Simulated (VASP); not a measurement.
# Ti2C (R-3m) in VASP: a series of runs

Runs on Ti2C. Level: PBEsol. Tasks: single point.

Program: VASP 6.6.1. These are calculated values, not measurements. Logs are shortened: lines on timing, memory, paths and dates and some standing lists are left out, and cuts for length are marked.

## (1) The cell of the first run

The structure is trigonal, space group R-3m (No. 166). The conventional cell has a = 3.077 Å, b = 3.077 Å, c = 14.516 Å, α = 90.00°, β = 90.00°, γ = 120.00°. Within 2.9 Å of Ti (site symmetry 3m) lie 3 C at 2.11 Å and 3 Ti at 2.88 Å. C (site symmetry -3m) has 6 Ti at 2.11 Å within 2.8 Å.

## (2) Single point, PBEsol (13.23 Å³/atom)

The input, INCAR:

```
SYSTEM = Ti2C
PREC = Accurate ; ENCUT = 520
EDIFF = 1E-6 ; ISMEAR = 0
SIGMA = 0.1 ; LREAL = .False.
LASPH = .True. ; NELM = 80
ALGO = Normal ; ISIF = 2
LWAVE = .False. ; LCHARG = .True.
GGA = PS ; LELF = .True.
LVHAR = .True. ; NBANDS = 21
```

The input, KPOINTS:

```
Automatic mesh
0
Gamma
  18 18 18
  0 0 0
```

The input, POSCAR:

```
Ti2C
1.0
    1.5385369053      0.8882746965      4.8386943854
   -1.5385369053      0.8882746965      4.8386943854
    0.0000000000     -1.7765493929      4.8386943854
Ti C
2 1
Direct
    0.2446156192      0.2446156192      0.2446156192
    0.7553843808      0.7553843808      0.7553843808
    0.5000000000      0.5000000000      0.5000000000
```

Potentials or basis: VASP PAW PBE potentials, release 64 (Ti_sv, C).

Started as:

```console
$ cat potpaw_PBE.64/Ti_sv/POTCAR potpaw_PBE.64/C/POTCAR > POTCAR
$ mpirun -np 1 vasp_std > vasp.out
```

OUTCAR:

```text
SYSTEM = Ti2C
   PREC = Accurate
   ENCUT = 520
   EDIFF = 1E-6
   ISMEAR = 0
   LREAL = .False.
   LASPH = .True.
   NELM = 80
   ISIF = 2
   GGA = PS

 ion  position               nearest neighbor table
   1  0.245  0.245  0.245-   3 2.11   3 2.11   3 2.11   2 2.88   2 2.88   2 2.88
   2  0.755  0.755  0.755-   3 2.11   3 2.11   3 2.11   1 2.88   1 2.88   1 2.88
   3  0.500  0.500  0.500-   1 2.11   1 2.11   2 2.11   2 2.11   1 2.11   2 2.11

  LATTYP: Found a trigonal (rhomboedric) cell.
 ALAT       =     5.1545214231
 COS(alpha) =     0.8218158235

  Lattice vectors:

 A1 = (   1.5385369053,   0.8882746965,   4.8386943854)
 A2 = (  -1.5385369053,   0.8882746965,   4.8386943854)
 A3 = (   0.0000000000,  -1.7765493929,   4.8386943854)

Analysis of symmetry for initial positions (statically):
=====================================================================
 Subroutine PRICEL returns:
 Original cell was already a primitive cell.

 Routine SETGRP: Setting up the symmetry group for a
 trigonal (rhombohedral) supercell.

 Subroutine GETGRP returns: Found 12 space group operations
 (whereof 12 operations were pure point group operations)
 out of a pool of 12 trial point group operations.

The static configuration has the point symmetry D_3d.

Analysis of symmetry for dynamics (positions and initial velocities):
=====================================================================
 Subroutine PRICEL returns:
 Original cell was already a primitive cell.

 Routine SETGRP: Setting up the symmetry group for a
 trigonal (rhombohedral) supercell.

 Subroutine GETGRP returns: Found 12 space group operations
 (whereof 12 operations were pure point group operations)
 out of a pool of 12 trial point group operations.

The dynamic configuration has the point symmetry D_3d.

 Subroutine INISYM returns: Found 12 space group operations
 (whereof 12 operations are pure point group operations),
 and found     1 'primitive' translations

----------------------------------------------------------------------------------------

                                     Primitive cell

  volume of cell :      39.6766

  direct lattice vectors                    reciprocal lattice vectors
     1.538536905  0.888274697  4.838694385     0.324984080  0.187629646  0.068889107
    -1.538536905  0.888274697  4.838694385    -0.324984080  0.187629646  0.068889107
     0.000000000 -1.776549393  4.838694385     0.000000000 -0.375259292  0.068889107

  length of vectors
     5.154521423  5.154521423  5.154521423     0.381530136  0.381530136  0.381530136

  position of ions in fractional coordinates (direct lattice)
     0.244615619  0.244615619  0.244615619
     0.755384381  0.755384381  0.755384381
     0.500000000  0.500000000  0.500000000

  ion indices of the primitive-cell ions
   primitive index   ion index
                 1           1
                 2           2
                 3           3

----------------------------------------------------------------------------------------

 KPOINTS: Automatic mesh

Automatic generation of k-mesh.
 Grid dimensions read from file:
 generate k-points for:   18   18   18

 Generating k-lattice:

  Cartesian coordinates                     Fractional coordinates (reciprocal lattice)
     0.018054671  0.010423869  0.003827173     0.055555556 -0.000000000  0.000000000
    -0.018054671  0.010423869  0.003827173    -0.000000000  0.055555556  0.000000000
     0.000000000 -0.020847738  0.003827173     0.000000000  0.000000000  0.055555556

  Length of vectors
     0.021196119  0.021196119  0.021196119

  Shift w.r.t. Gamma in fractional coordinates (k-lattice)
     0.000000000  0.000000000  0.000000000

 Subroutine IBZKPT returns following result:
 ===========================================

 Found    580 irreducible k-points:

 Following reciprocal coordinates:
            Coordinates               Weight
  0.000000  0.000000  0.000000      1.000000
  0.055556 -0.000000  0.000000      6.000000
  0.111111 -0.000000  0.000000      6.000000
  0.166667 -0.000000  0.000000      6.000000
  0.222222  0.000000  0.000000      6.000000
  0.277778  0.000000 -0.000000      6.000000
[... 16 lines left out ...]
 -0.277778  0.055556  0.000000     12.000000
 -0.222222  0.055556  0.000000     12.000000
 [... further k-points ...]
   k-points           NKPTS =    580   k-points in BZ     NKDIM =    580   number of bands    NBANDS=     21
   number of dos      NEDOS =    301   number of ions     NIONS =      3
   total plane-waves  NPLWV =  64000
   dimension x,y,z NGX =    40 NGY =   40 NGZ =   40
   dimension x,y,z NGXF=    80 NGYF=   80 NGZF=   80
   ions per type =               2   1
   NGX,Y,Z   is equivalent  to a cutoff of  12.90, 12.90, 12.90 a.u.
   NGXF,Y,Z  is equivalent  to a cutoff of  25.80, 25.80, 25.80 a.u.
 SYSTEM =  Ti2C
   PREC   = accura    normal or accurate (medium, high low for compatibility)
   ISTART =      0    job   : 0-new  1-cont  2-samecut
   ICHARG =      2    charge: 1-file 2-atom 10-const
   ISPIN  =      1    spin polarized calculation?
   LNONCOLLINEAR =      F non collinear calculations
   LSORBIT =      F    spin-orbit coupling
   LASPH  =      T    aspherical Exc in radial PAW
   ENCUT  =  520.0 eV  38.22 Ry    6.18 a.u.   9.58  9.58  9.58*2*pi/ulx,y,z
   NELM   =     80;   NELMIN=  2; NELMDL= -5     # of ELM steps
   EDIFF  = 0.1E-05   stopping-criterion for ELM
   LREAL  =      F    real-space projection
   EDIFFG = 0.1E-04   stopping-criterion for IOM
   NSW    =      0    number of steps for IOM
   IBRION =     -1    ionic relax: 0-MD 1-quasi-New 2-CG
   NFREE  =      0    steps in history (QN), initial steepest desc. (CG)
   ISIF   =      2    stress and relaxation
   ISYM   =      2    0-nonsym 1-usesym 2-fastsym
   POTIM  = 0.5000    time-step for ionic-motion
   TEBEG  =    0.0;   TEEND  =   0.0 temperature during run
   PSTRESS=    0.0 pullay stress
   NELECT =      28.0000    total number of electrons
   NUPDOWN=      -1.0000    fix difference up-down
   EMIN   =  10.00;   EMAX   =-10.00  energy-range for DOS
   EFERMI =   0.00;   METHOD = LEGACY
   ISMEAR =     0;   SIGMA  =   0.10  broadening in eV -4-tet -1-fermi 0-gaus
   EFERMI_NEDOS =   21; number of points for ismear=-14 and -15
   IALGO  =     38    algorithm
   IMIX   =      4    mixing-type and parameters
     AMIX     =   0.40;   BMIX     =  1.00
     AMIX_MAG =   1.60;   BMIX_MAG =  1.00
  volume/ion in A,a.u.               =      13.23        89.25
  Fermi-wavevector in a.u.,A,eV,Ry     =   1.457525  2.754323 28.903925  2.124379
  Thomas-Fermi vector in A             =   2.574316
   LORBIT       =      0    0 simple, 1 ext, 2 COOP (PROOUT), +10 PAW based schemes
   GGA     = PS    functional components
   LHFCALC =     F    Hartree Fock is set to
   AEXX    =    0.0000 exact exchange contribution
   IVDW    =     0    specifies the selected vdW correction
   LEPSILON=     F    determine dielectric tensor
   LRPA    =     F    only Hartree local field effects (RPA)
 non-spin polarized calculation
 Gauss-broadening in eV      SIGMA  =   0.10
  energy-cutoff  :      520.00
  volume of cell :       39.68
 maximum number of plane-waves:      1084
   NGX = 19   NGY = 19   NGZ = 19

 number of electron      28.0000000 magnetization

 Free energy of the ion-electron system (eV)
  ---------------------------------------------------
  ext. energy  EPLUGINS =         0.00000000
  ---------------------------------------------------
  free energy    TOTEN  =       -28.41542061 eV

  energy without entropy =      -28.40574419  energy(sigma->0) =      -28.41058240

 E-fermi :   8.2330     XC(G=0): -11.9448

 val. band max:        8.2309149593   @ k =  -0.1111  -0.4444   0.0556
 cond. band min:       8.2334978133   @ k =   0.2222   0.0556   0.0556
 fundamental gap:      0.0025828540
 Fermi energy:         8.2330067544

 k-point     1 :       0.0000    0.0000    0.0000
  band No.  band energies     occupation
      1     -48.2890      2.00000
      2     -48.1856      2.00000
      3     -24.9750      2.00000
      4     -24.4402      2.00000
      5     -24.4402      2.00000
      6     -24.4067      2.00000
[... 13 lines left out ...]
     20      11.2171      0.00000
     21      12.3159      0.00000

 k-point     2 :       0.0556   -0.0000    0.0000
  band No.  band energies     occupation
      1     -48.2869      2.00000
      2     -48.1850      2.00000
      3     -24.9697      2.00000
      4     -24.4525      2.00000
      5     -24.4428      2.00000
      6     -24.4073      2.00000
[... 13 lines left out ...]
     20      11.2366      0.00000
     21      12.3765      0.00000

 k-point     3 :       0.1111   -0.0000    0.0000
  band No.  band energies     occupation
      1     -48.2807      2.00000
      2     -48.1833      2.00000
      3     -24.9543      2.00000
      4     -24.4851      2.00000
      5     -24.4505      2.00000
      6     -24.4126      2.00000
[... 13 lines left out ...]
     20      11.3052      0.00000
     21      12.5237      0.00000

 k-point     4 :       0.1667   -0.0000    0.0000
  band No.  band energies     occupation
      1     -48.2710      2.00000
      2     -48.1810      2.00000
      3     -24.9299      2.00000
      4     -24.5327      2.00000
      5     -24.4621      2.00000
      6     -24.4498      2.00000
[... 13 lines left out ...]
     20      11.4258      0.00000
     21      12.7335      0.00000

 k-point     5 :       0.2222    0.0000    0.0000
  band No.  band energies     occupation
      1     -48.2587      2.00000
      2     -48.1786      2.00000
      3     -24.8988      2.00000
      4     -24.5897      2.00000
      5     -24.5035      2.00000
      6     -24.4763      2.00000
[... 13 lines left out ...]
     20      11.5401      0.00000
     21      13.0531      0.00000
[... 382 lines left out ...]
     20      11.7526      0.00000
     21      12.4013      0.00000

 k-point    22 :      -0.3333    0.0556    0.0000
  band No.  band energies     occupation
      1     -48.2236      2.00000
      2     -48.1759      2.00000
      3     -24.8212      2.00000
      4     -24.7273      2.00000
      5     -24.6215      2.00000
      6     -24.5245      2.00000
[... 13 lines left out ...]
     20      11.6936      0.00000
     21      12.9028      0.00000

 k-point    23 :      -0.2778    0.0556    0.0000
  band No.  band energies     occupation
      1     -48.2375      2.00000
      2     -48.1755      2.00000
      3     -24.8495      2.00000
      4     -24.6775      2.00000
      5     -24.5885      2.00000
      6     -24.5046      2.00000
[... 13 lines left out ...]
     20      11.6929      0.00000
     21      13.2712      0.00000

 k-point    24 :      -0.2222    0.0556    0.0000
  band No.  band energies     occupation
      1     -48.2514      2.00000
      2     -48.1767      2.00000
      3     -24.8830      2.00000
      4     -24.6195      2.00000
      5     -24.5429      2.00000
      6     -24.4846      2.00000
[... 13 lines left out ...]
     20      11.6692      0.00000
     21      13.1062      0.00000

 [... further k-points ...]
[... 5 lines left out ...]
  --------------------------------------------------------------------------------------
  -------------------------------------------------------------------------------------
  Total       -0.9338562     -0.9338562     -0.9391472      0.0000000     -0.0000000      0.0000000
  in kB      -37.7099466    -37.7099466    -37.9236050      0.0000000     -0.0000000      0.0000000
  external PRESSURE =     -37.7811661 kB  Pullay stress =       0.0000000 kB

 VOLUME and BASIS-vectors are now :
 -----------------------------------------------------------------------------
  energy-cutoff  :      520.00
  volume of cell :       39.68
      direct lattice vectors                 reciprocal lattice vectors
     1.538536905  0.888274697  4.838694385     0.324984080  0.187629646  0.068889107
    -1.538536905  0.888274697  4.838694385    -0.324984080  0.187629646  0.068889107
     0.000000000 -1.776549393  4.838694385     0.000000000 -0.375259292  0.068889107

 POSITION                                       TOTAL-FORCE (eV/Angst)
 -----------------------------------------------------------------------------------
      0.00000      0.00000      3.55086         0.000000      0.000000      0.023675
      0.00000      0.00000     10.96522         0.000000     -0.000000     -0.023675
      0.00000      0.00000      7.25804         0.000000     -0.000000     -0.000000
 -----------------------------------------------------------------------------------
    total drift:                                0.000000      0.000000     -0.000000

  FREE ENERGIE OF THE ION-ELECTRON SYSTEM (eV)
  ---------------------------------------------------
  free  energy   TOTEN  =       -28.4154206098 eV

  energy  without entropy=      -28.4057441891  energy(sigma->0) =      -28.41058240
```

It took 25 min on 1 thread of Intel Xeon 8259CL, shared host; peak memory 0.58 GiB.

What came out:

| Quantity | Value |
| --- | --- |
| Free energy | -28.4154 eV |
| Pressure | -3.8 GPa |
| Largest force | 0.024 eV/Å |
| Band gap on the k mesh | zero (bands 14 and 15 overlap by 0.96 eV) |

Forces on the atoms (eV/Å):
```
Ti   0.000  0.000  0.024
Ti   0.000  0.000 -0.024
C    0.000  0.000  0.000
```

Levels at points of the mesh, in eV from the Fermi level:
| k point | band 12 | band 13 | band 14 | band 15 | band 16 | band 17 |
| --- | --- | --- | --- | --- | --- | --- |
| (0.00, 0.00, 0.00) | -2.59 | -2.05 | 0.48 | 0.48 | 0.97 | 1.91 |
| (0.50, 0.00, 0.00) | -2.49 | -1.30 | -0.93 | 0.10 | 1.88 | 2.71 |
| (0.50, 0.50, 0.00) | -2.64 | -1.67 | -0.84 | 0.85 | 2.48 | 2.85 |
| (0.50, 0.50, 0.50) | -2.46 | -0.97 | 0.18 | 0.83 | 0.83 | 1.74 |

Caveat: the cell stands under tension; the PAW data sets were made with another functional, which shifts forces and pressure a little.

## (3) Single point, PBEsol (13.61 Å³/atom)

This run uses another cell than the first one, of 13.61 Å³/atom.

The input, INCAR:

```
PREC = Accurate ; ENCUT = 520
EDIFF = 1E-6 ; ISMEAR = 0
SIGMA = 0.1 ; LREAL = False
LASPH = True ; NELM = 60
ALGO = Normal ; ISIF = 2
LWAVE = False ; LCHARG = False
GGA = PS ; NBANDS = 21
```

The input, KPOINTS:

```
Automatic mesh
0
Gamma
  18 18 18
```

The input, POSCAR:

```
Ti2C
1.0
    1.5496602571      0.8946967666      4.9083969711
   -1.5496602571      0.8946967666      4.9083969711
    0.0000000000     -1.7893935331      4.9083969711
Ti C
2 1
Direct
    0.2433944901      0.2433944901      0.2433944901
    0.7566055099      0.7566055099      0.7566055099
    0.5000000000      0.5000000000      0.5000000000
```

Potentials or basis: VASP PAW PBE potentials, release 64 (Ti_sv, C).

Started as:

```console
$ cat potpaw_PBE.64/Ti_sv/POTCAR potpaw_PBE.64/C/POTCAR > POTCAR
$ mpirun -np 1 vasp_std > vasp.out
```

Wall time 24 min (1 thread of Intel Xeon 8259CL, shared host); peak memory 0.58 GiB.

It converged, with:

```
Free energy            : -28.3757 eV
Pressure               : -7.0 GPa
Largest force          : 0.021 eV/Å
Band gap on the k mesh : zero (bands 14 and 15 overlap by 0.90 eV)
```

Forces in eV/Å, atoms in the order of the input:
```
Ti   0.000  0.000  0.021
Ti   0.000  0.000 -0.021
C    0.000  0.000  0.000
```

Levels at points of the mesh, in eV from the Fermi level:
```
           k point  band 12  band 13  band 14  band 15  band 16  band 17
(0.00, 0.00, 0.00)    -2.60    -2.08     0.46     0.46     0.93     1.84
(0.50, 0.00, 0.00)    -2.50    -1.29    -0.87     0.08     1.88     2.67
(0.50, 0.50, 0.00)    -2.64    -1.62    -0.79     0.80     2.41     2.74
(0.50, 0.50, 0.50)    -2.48    -1.06     0.25     0.78     0.78     1.68
```

Caveat: the cell stands under tension; the PAW data sets were made with another functional, which shifts forces and pressure a little.

## (4) Single point, PBEsol (14.12 Å³/atom)

This run uses another cell than the first one, of 14.12 Å³/atom.

The input, INCAR:

```
SYSTEM = Ti2C
PREC = Accurate ; ENCUT = 520
EDIFF = 1E-6 ; ISMEAR = 0
SIGMA = 0.1 ; LREAL = .FALSE.
LASPH = .TRUE. ; NELM = 80
ALGO = Normal ; ISIF = 2
LWAVE = .FALSE. ; LCHARG = .FALSE.
GGA = PS ; NBANDS = 21
```

The input, KPOINTS:

```
Automatic mesh
0
G
  18 18 18
  0 0 0
```

The input, POSCAR:

```
Ti2C
1.0
    1.5636006703      0.9027452679      5.0031991919
   -1.5636006703      0.9027452679      5.0031991919
    0.0000000000     -1.8054905358      5.0031991919
Ti C
2 1
Direct
    0.2417316625      0.2417316625      0.2417316625
    0.7582683375      0.7582683375      0.7582683375
    0.5000000000      0.5000000000      0.5000000000
```

Started as:

```console
$ cat potpaw_PBE.64/Ti_sv/POTCAR potpaw_PBE.64/C/POTCAR > POTCAR
$ mpirun -np 1 vasp_std > vasp.out
```

It took 25 min on 1 thread of Intel Xeon 8259CL, shared host; peak memory 0.6 GiB.

The run converged. Its results:

| Quantity | Value |
| --- | --- |
| Free energy | -28.2899 eV |
| Pressure | -10.5 GPa |
| Largest force | 0.023 eV/Å |
| Band gap on the k mesh | zero (bands 14 and 15 overlap by 0.90 eV) |

Forces on the atoms (eV/Å):
```
Ti   0.000  0.000  0.023
Ti   0.000  0.000 -0.023
C    0.000  0.000  0.000
```

Levels at points of the mesh, in eV from the Fermi level:
```csv
k point,band 11,band 12,band 13,band 14,band 15,band 16,band 17,band 18
"(0.00, 0.00, 0.00)",-2.61,-2.61,-2.11,0.44,0.44,0.90,1.76,1.76
"(0.50, 0.00, 0.00)",-2.88,-2.53,-1.27,-0.78,0.06,1.88,2.56,2.60
"(0.50, 0.50, 0.00)",-2.80,-2.63,-1.56,-0.72,0.74,2.31,2.61,2.62
"(0.50, 0.50, 0.50)",-2.52,-2.52,-1.15,0.34,0.72,0.72,1.61,1.61
```

Caveat: the cell stands under tension; the PAW data sets were made with another functional, which shifts forces and pressure a little.

## (5) Overview

```csv
cell,gap on the mesh (eV),pressure (GPa),largest force (eV/Å)
"a = 5.155 Å, angles 34.7°, 3 atoms, atomic positions A",none,-3.8,0.02
"a = 5.224 Å, angles 34.5°, 3 atoms, atomic positions B",none,-7.0,0.02
"a = 5.319 Å, angles 34.2°, 3 atoms, atomic positions C",none,-10.5,0.02
```

Alike in all rows: task single point; level PBEsol; potentials or basis VASP PAW PBE potentials, release 64 (Ti_sv, C); no spin polarisation; k mesh 18 × 18 × 18; cutoff (eV) 520; smearing gaussian 0.1 eV.

Caveats: the cell stands under tension; the PAW data sets were made with another functional, which shifts forces and pressure a little.

Total energies depend on the potentials used, so only differences within one code and one set of settings carry meaning.
